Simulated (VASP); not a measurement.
Crystal: CdTeSe4.

```
CELL_PARAMETERS angstrom
5.57418 0.00000 0.00000
-2.78709 4.82738 0.00000
0.00000 0.00000 7.67067
ATOMIC_POSITIONS crystal
Cd 0.00000 0.00000 0.00000
Te 0.00000 0.00000 0.50000
Se 0.33333 0.66667 0.70538
Se 0.66667 0.33333 0.70538
Se 0.66667 0.33333 0.29462
Se 0.33333 0.66667 0.29462
```

The cell was built from a structure type or drawn by symmetry, and may not be a known phase.

- Program: VASP 6.6.1
- Task: relaxation of cell and atoms
- Functional: PBE
- Potentials or basis: VASP PAW PBE potentials, release 64 (Cd, Te, Se)
- Cutoff: 600 eV
- k mesh: 6 × 6 × 2
- Occupations: gaussian, width 0.1 eV
- Spin: no spin polarisation

At the start: pressure -7.6 GPa; volume 34.40 Å³/atom.

How do energy, volume and symmetry change on relaxing?

Over 18 steps the energy falls by 427.7 meV/atom and the volume is 24.18 Å³/atom (-29.7 %); space group P6/mmm (No. 191, to 0.1 Å) before and after.

The path:
```tsv
step	energy change (eV)	largest force (eV/Å)	pressure (GPa)	volume (Å³)
1	0.0000	0.3886	-7.58	206.41
2	-1.8462	0.3689	-2.86	161.40
3	-1.9598	0.6506	-0.13	152.05
4	-1.9612	0.6842	0.24	151.02
5	-2.1103	0.6043	0.66	149.33
6	-2.3144	0.4691	3.24	143.75
7	-2.4063	0.3464	1.53	147.55
8	-2.4475	0.1821	-0.27	152.54
9	-2.4656	0.1862	-0.40	152.18
10	-2.5053	0.1727	-0.73	151.02
11	-2.5159	0.1536	-1.24	148.47
12	-2.5232	0.1565	-1.06	149.51
13	-2.5392	0.1563	-0.33	146.85
14	-2.5433	0.1554	0.35	144.61
15	-2.5497	0.1311	0.31	144.68
16	-2.5626	0.0645	0.19	144.91
17	-2.5597	0.0735	0.11	145.33
18	-2.5662	0.0082	0.13	145.09
```

Final structure:
```
CELL_PARAMETERS angstrom
4.72136 0.00000 0.00000
-2.36068 4.08881 0.00000
0.00000 0.00000 7.51554
ATOMIC_POSITIONS crystal
Cd 0.00000 0.00000 0.00000
Te 0.00000 0.00000 0.50000
Se 0.33333 0.66667 0.74813
Se 0.66667 0.33333 0.74813
Se 0.66667 0.33333 0.25187
Se 0.33333 0.66667 0.25187
```

Caveat: the k points lie up to 0.42 Å⁻¹ apart in the final cell, too coarse for converged energies and pressures of a metal; the volume moved by over 15 % at a fixed basis, so the end points are rough.
